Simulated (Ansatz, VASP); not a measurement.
# TePb in VASP and in Ansatz

The input INCAR:

```
SYSTEM = TePb
ALGO = Normal
EDIFF = 1E-7
ENCUT = 520
GGA = PE
ISIF = 2
ISMEAR = -1
LASPH = .TRUE.
LCHARG = .TRUE.
LELF = .TRUE.
LREAL = .FALSE.
LVHAR = .TRUE.
LWAVE = .FALSE.
NBANDS = 17
NELM = 60
PREC = Accurate
SIGMA = 0.03
```

The input KPOINTS:

```
k-points
0
G
  9 9 9
  0 0 0
```

Contents of POSCAR:

```
TePb
1.0
    0.0000000000      3.2835710949      3.2835710949
    3.2835710949      0.0000000000      3.2835710949
    3.2835710949      3.2835710949      0.0000000000
Pb Te
1 1
Direct
    0.0000000000      0.0000000000      0.0000000000
    0.5000000000      0.5000000000      0.5000000000
```

Input for Ansatz:

```yaml
crystal:
  lattice:
    - [0.0, 3.2835710949, 3.2835710949]
    - [3.2835710949, 0.0, 3.2835710949]
    - [3.2835710949, 3.2835710949, 0.0]
  atoms:
    - { symbol: Pb, position: [0.0, 0.0, 0.0] }
    - { symbol: Te, position: [0.5, 0.5, 0.5] }
kpoints:
  mp_grid: { grid: [9, 9, 9] }
  band_path:
    path:
      - [0.0, 0.0, 0.0]
      - [0.5, 0.0, 0.5]
      - [0.625, 0.25, 0.625]
      - [0.375, 0.375, 0.75]
      - [0.0, 0.0, 0.0]
      - [0.5, 0.5, 0.5]
      - [0.5, 0.25, 0.75]
      - [0.5, 0.0, 0.5]
    npoints: 5
scf:
  occupations: { method: fermi_dirac, width: 0.03 }
hamiltonian:
  xc: pbe
  pseudopotentials:
    kind: all_electron
    lapw: { basis_error: 0.0005 }
    relativity: none
output:
  forces: true
  stress: true
  eigenvalues: true
```

Alike in both runs: task single point; functional PBE; k mesh 9 × 9 × 9; occupations fermi-dirac, width 0.03 eV; no spin polarisation.

```csv
,VASP,Ansatz
version,VASP 6.6.1,Ansatz 0.2.0
potentials or method,"VASP PAW PBE potentials, release 64 (Pb_d, Te), cutoff 520 eV","all-electron LAPW, non-relativistic"
```

```csv
,VASP,Ansatz,Ansatz less VASP
pressure (GPa),0.0,1.1,+1.10
```

Ansatz ran all-electron here, and VASP with PAW potentials.

Neither program's run includes spin-orbit coupling.
